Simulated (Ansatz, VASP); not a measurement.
# One calculation of AlNi3, two programs

```xyz
4
Lattice="0.0000 2.8019 2.8019 2.8019 0.0000 2.8019 2.8019 2.8019 0.0000" Properties=species:S:1:pos:R:3 pbc="T T T"
Al    2.8019    2.8019    2.8019
Ni    1.4009    1.4009    1.4009
Ni    0.0000    0.0000    0.0000
Ni    4.2028    4.2028    4.2028
```

Alike in both runs: task single point; functional r2SCAN; k mesh 2 × 2 × 2; occupations gaussian, width 0.1 eV; no spin polarisation.

|  | VASP | Ansatz |
| --- | --- | --- |
| version | VASP 6.6.1 | Ansatz 0.2.0 |
| potentials or method | VASP PAW PBE potentials, release 64 (Al, Ni), cutoff 520 eV | scalar-relativistic, plane waves, PAW |
| valence electrons in the cell | 33 | 57 |

Ansatz gave:

```
gap on the k mesh at the Fermi level (eV) : none
pressure (GPa)                            : 0.2
```

What did VASP give for the same quantities?

gap on the k mesh at the Fermi level (eV): none; pressure (GPa): 0.3.

VASP's potentials were made for PBE, not for r2SCAN. A gap of «none» marks a metal or a gap that the smearing closes. VASP's potentials hold 33 valence electrons a cell and Ansatz's 57, so a difference there can come from the potentials and not from the codes.

The k mesh is coarse, so the values compare programs but aren't converged.
